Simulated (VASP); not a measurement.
# Hg: single point with PBE

Hg:

```
Hg
1.0
     2.33027   -2.04303   -0.06441
     2.33027    2.04303   -0.06441
    -0.45141    0.00000    3.06724
Hg
1
Cartesian
  2.1046 0.0000 1.4692
```

```
Program                : VASP 6.6.1
Task                   : single point
Functional             : PBE
Potentials or basis    : VASP PAW PBE potentials, release 64 (Hg)
Cutoff                 : 520 eV
k mesh                 : 14 × 14 × 14
Occupations            : gaussian, width 0.1 eV
Spin                   : no spin polarisation
Dipole correction      : no
Further INCAR settings : ALGO = Fast; EDIFF = 1e-06; NBANDS = 12
```

```
Pressure               : 0.2 GPa
Band gap on the k mesh : zero (bands 6 and 7 overlap by 3.94 eV)
```

Levels at points of the mesh, in eV from the Fermi level:
```csv
k point,band 2,band 3,band 4,band 5,band 6,band 7,band 8,band 9,band 10,band 11
"(0.00, 0.00, 0.00)",-7.52,-7.52,-5.89,-5.89,-5.85,9.85,9.86,10.09,13.22,14.93
"(0.50, 0.00, 0.00)",-7.31,-6.36,-6.22,-5.85,-2.81,-1.31,12.14,12.16,15.78,16.19
"(0.50, 0.50, 0.00)",-7.25,-6.24,-6.22,-5.35,0.22,0.90,2.62,7.51,13.48,17.98
"(0.00, 0.00, 0.50)",-7.31,-6.36,-6.22,-5.85,-2.81,-1.31,12.16,12.18,15.77,16.20
"(0.50, 0.00, 0.50)",-7.26,-6.23,-6.22,-5.35,0.22,0.90,2.61,7.50,13.48,17.97
"(0.50, 0.50, 0.50)",-7.03,-7.03,-5.34,-5.33,2.63,3.13,5.75,5.77,9.28,10.25
```

It took 2.9 min on 1 thread of AMD EPYC 7R43 64-Core Processor (Zen 3) (shared host), peak memory 0.31 GiB.

Caveat: spin-orbit coupling is left out, which moves the levels of the heavy elements.
